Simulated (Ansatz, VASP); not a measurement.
WC in VASP and in Ansatz

Contents of INCAR:

```
PREC = Accurate
ENCUT = 520
EDIFF = 1E-6
ISMEAR = 0
SIGMA = 0.15
LREAL = F
LASPH = T
NELM = 100
ALGO = Normal
ISIF = 2
LWAVE = F
LCHARG = T
GGA = PE
LELF = T
LVHAR = T
NBANDS = 16
```

File KPOINTS:

```
regular mesh
0
Gamma
  24 24 24
```

The input POSCAR:

```
WC
1.0
    0.0000000000      2.1900108577      2.1900108577
    2.1243105320      0.0000000000      2.1900108577
    2.1243105320      2.1900108577      0.0000000000
W C
1 1
Direct
    0.0000000000      0.0000000000      0.0000000000
    0.5000000000      0.5000000000      0.5000000000
```

Input for Ansatz:

```yaml
crystal:
  lattice:
    - [0.0, 2.1900108577, 2.1900108577]
    - [2.124310532, 0.0, 2.1900108577]
    - [2.124310532, 2.1900108577, 0.0]
  atoms:
    - { symbol: W, position: [0.0, 0.0, 0.0] }
    - { symbol: C, position: [0.5, 0.5, 0.5] }
basis:
  ecutwfc: 420
kpoints:
  mp_grid: { grid: [24, 24, 24] }
hamiltonian:
  xc: pbe
scf:
  occupations: { method: gaussian, width: 0.15 }
output:
  forces: true
  stress: true
  eigenvalues: true
  write_density: true
  write_potential: true
  elf: true
  volumetric_format: npy
```

Change from the starting cell: strain -0.0300 x Voigt [1, 0, 0, 0, 0, 0], atoms carried along.

Alike in both runs: task single point; functional PBE; k mesh 24 × 24 × 24; occupations gaussian, width 0.15 eV; no spin polarisation.

|  | VASP | Ansatz |
| --- | --- | --- |
| version | VASP 6.6.1 | Ansatz 0.2.0 |
| potentials or method | VASP PAW PBE potentials, release 64 (W_sv, C), cutoff 520 eV | scalar-relativistic, plane waves, PAW |
| valence electrons in the cell | 18 | 18 |

```csv
,VASP,Ansatz,Ansatz less VASP
gap on the k mesh at the Fermi level (eV),none,none,-
pressure (GPa),13.7,12.7,-1.04
"traceless stress, the component that is largest in VASP (GPa)",14.11,14.04,-0.070
```

A gap of «none» marks a metal or a gap that the smearing closes.

Spin-orbit coupling is off throughout.
